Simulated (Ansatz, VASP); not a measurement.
**Br: VASP beside Ansatz**

```
CELL_PARAMETERS angstrom
0.00000 2.57783 2.57783
2.57783 0.00000 2.57783
2.57783 2.57783 0.00000
ATOMIC_POSITIONS crystal
Br 0.87500 0.87500 0.87500
Br 0.12500 0.12500 0.12500
```

Change from the starting cell: volume scaled by 0.45, LAPW.

Alike in both runs: task single point; functional LDA; k mesh 11 × 11 × 11; occupations fermi-dirac, width 0.08 eV; no spin polarisation.

|  | VASP | Ansatz |
| --- | --- | --- |
| version | VASP 6.6.1 | Ansatz 0.2.0 |
| potentials or method | VASP PAW LDA potentials, release 64 (Br), cutoff 520 eV | all-electron LAPW, scalar-relativistic |

Ansatz gave:

| Property | Result |
| --- | --- |
| pressure (GPa) | 94.8 |

Question: What did VASP give for the same quantities?

Answer: Pressure (GPa): 95.5.

LDA's correlation is that of Perdew and Zunger in VASP and of Perdew and Wang (1992) in Ansatz. Both programs put the cell under a high pressure, so it lies far from rest at this level. Ansatz ran all-electron here, and VASP with PAW potentials.

Noted on VASP's run: the cell as given lies far from equilibrium.
